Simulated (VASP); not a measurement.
A run of VASP 6.6.1 is set up as follows.

The input INCAR:

```
SYSTEM = Se
PREC = Accurate
ENCUT = 520
EDIFF = 1E-6
ISMEAR = -1
SIGMA = 0.1
LREAL = .False.
LASPH = .True.
NELM = 60
ALGO = Normal
ISIF = 2
LWAVE = .False.
LCHARG = .False.
NBANDS = 9
```

File KPOINTS:

```
Automatic mesh
0
Gamma
  17 17 17
  0 0 0
```

POSCAR

```
Se
1.0
   -1.5519377837      1.5519377837      1.5519377837
    1.5519377837     -1.5519377837      1.5519377837
    1.5519377837      1.5519377837     -1.5519377837
Se
1
Direct
    0.0000000000      0.0000000000      0.0000000000
```

Potentials or basis: VASP PAW LDA potentials, release 64 (Se).

Run with:

```bash
$ cat potpaw_LDA.64/Se/POTCAR > POTCAR
$ mpirun -np 1 vasp_std > vasp.out
```

Task: Estimate the band gap on the k mesh.

Result: Zero (band 3 reaches 14.84 eV, above the bottom of band 4 at 4.79 eV).

Task: What does it give for the pressure?

Result: 36.6 GPa.
